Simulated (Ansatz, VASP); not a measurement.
# Pt: VASP beside Ansatz

The input POSCAR:

```
Pt
1.0
    2.7861568203      0.0000000000      0.0000000000
   -1.3930784101      2.4128825853      0.0000000000
    0.0000000000      0.0000000000     24.0995500708
Pt
5
Direct
    0.6666666667      0.3333333333      0.3112091295
    0.3333333333      0.6666666667      0.4056045648
    0.0000000000      0.0000000000      0.5000000000
    0.6666666667      0.3333333333      0.5943954352
    0.3333333333      0.6666666667      0.6887908705
```

INCAR.step1

```
PREC = Accurate ; ENCUT = 520
ISMEAR = 1 ; SIGMA = 0.2
LREAL = F ; LASPH = T
NELM = 80 ; LDIPOL = T
IDIPOL = 3 ; DIPOL = 0.5 0.5 0.500
NBANDS = 33 ; GGA = PE
ALGO = Normal ; EDIFF = 1E-4
LWAVE = T ; LCHARG = F
```

Contents of INCAR.step2:

```
PREC = Accurate ; ENCUT = 520
EDIFF = 1E-6 ; ISMEAR = 1
SIGMA = 0.2 ; LREAL = F
LASPH = T ; NELM = 80
ALGO = Normal ; ISIF = 2
LWAVE = F ; LCHARG = F
LDIPOL = T ; IDIPOL = 3
DIPOL = 0.5 0.5 0.500 ; METAGGA = R2SCAN
LMIXTAU = T ; NBANDS = 33
ISTART = 1
```

Contents of KPOINTS:

```
Automatic mesh
0
Gamma
  15 15 1
```

Input for Ansatz:

```yaml
crystal:
  lattice:
    - [2.7861568203, 0.0, 0.0]
    - [-1.3930784101, 2.4128825853, 0.0]
    - [0.0, 0.0, 24.0995500708]
  atoms:
    - { symbol: Pt, position: [0.6666666667, 0.3333333333, 0.3112091295] }
    - { symbol: Pt, position: [0.3333333333, 0.6666666667, 0.4056045648] }
    - { symbol: Pt, position: [0.0, 0.0, 0.5] }
    - { symbol: Pt, position: [0.6666666667, 0.3333333333, 0.5943954352] }
    - { symbol: Pt, position: [0.3333333333, 0.6666666667, 0.6887908705] }
basis:
  ecutwfc: 500
kpoints:
  mp_grid: { grid: [15, 15, 1] }
hamiltonian:
  xc: r2scan
scf:
  occupations: { method: cold, width: 0.2 }
output:
  forces: true
  stress: true
  eigenvalues: true
efield:
  axis: 3
  dipole_correction: true
  ramp_width: 0.04
```

Alike in both runs: task single point; functional r2SCAN; k mesh 15 × 15 × 1; no spin polarisation.

|  | VASP | Ansatz |
| --- | --- | --- |
| version | VASP 6.6.1 | Ansatz 0.2.0 |
| potentials or method | VASP PAW PBE potentials, release 64 (Pt), cutoff 520 eV | scalar-relativistic, plane waves, PAW |
| occupations | methfessel-paxton of order 1, width 0.2 eV | cold, width 0.2 eV |
| valence electrons in the cell | 50 | 90 |

```tsv
	VASP	Ansatz	Ansatz less VASP
gap on the k mesh at the Fermi level (eV)	none	none	-
rms of the force components (eV/Å)	0.125	0.125	+0.0001
```

VASP's potentials were made for PBE, not for r2SCAN. Atom by atom the forces differ by 0.013 eV/Å (rms over components). A gap of «none» marks a metal or a gap that the smearing closes. VASP's potentials hold 50 valence electrons a cell and Ansatz's 90, so a difference there can come from the potentials and not from the codes.

Spin-orbit coupling is off throughout.
